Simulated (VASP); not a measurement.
Set up this calculation in VASP 6.6.1, as the native input.

```
Task                   : single point
Functional             : PBE
Potentials or basis    : VASP PAW PBE potentials, release 64 (Ti_sv, Os)
Cutoff                 : 520 eV
k mesh                 : 6 × 6 × 6
Occupations            : gaussian, width 0.1 eV
Spin                   : no spin polarisation
Dipole correction      : no
Further INCAR settings : ALGO = Fast; EDIFF = 1e-07; NBANDS = 23
```

The structure of Ti2Os lies in POSCAR:

```
Ti2Os
1.0
    0.0000000000      3.0201597084      3.0201597084
    3.0201597084      0.0000000000      3.0201597084
    3.0201597084      3.0201597084      0.0000000000
Ti Os
2 1
Direct
    0.2500000000      0.2500000000      0.2500000000
    0.7500000000      0.7500000000      0.7500000000
    0.0000000000      0.0000000000      0.0000000000
```

The input as run:

INCAR

```
SYSTEM = Ti2Os
PREC     = Accurate       ! precision mode
ENCUT    = 520            ! plane-wave cutoff, eV
EDIFF    = 1E-7           ! SCF threshold, eV
ISMEAR   = 0              ! smearing method
SIGMA    = 0.1            ! smearing width, eV
LREAL    = .FALSE.        ! projectors in reciprocal space
LASPH    = .TRUE.         ! aspherical terms in the spheres
NELM     = 100            ! most SCF steps
ALGO     = Fast           ! electronic algorithm
ISIF     = 2              ! what is computed and relaxed
LWAVE    = .FALSE.        ! write WAVECAR
LCHARG   = .TRUE.         ! write CHGCAR
GGA      = PE             ! functional
LELF     = .TRUE.         ! ELF
LVHAR    = .TRUE.       
NBANDS   = 23             ! bands
```

KPOINTS

```
regular mesh
0
G
  6 6 6
  0 0 0
```

Potentials or basis: VASP PAW PBE potentials, release 64 (Ti_sv, Os).

Launch:

```console
$ cat potpaw_PBE.64/Ti_sv/POTCAR potpaw_PBE.64/Os/POTCAR > POTCAR
$ mpirun -np 1 vasp_std > vasp.out
```

Results of the run:

| Quantity | Value |
| --- | --- |
| Pressure | 0.0 GPa |
| Band gap on the k mesh | zero (bands 16 and 17 overlap by 1.55 eV) |

Caveat: spin-orbit coupling is left out, which moves the levels of the heavy elements.

Run time: 72 s on 1 thread of Intel Xeon 8259CL, on a shared host, peak memory 0.18 GiB.
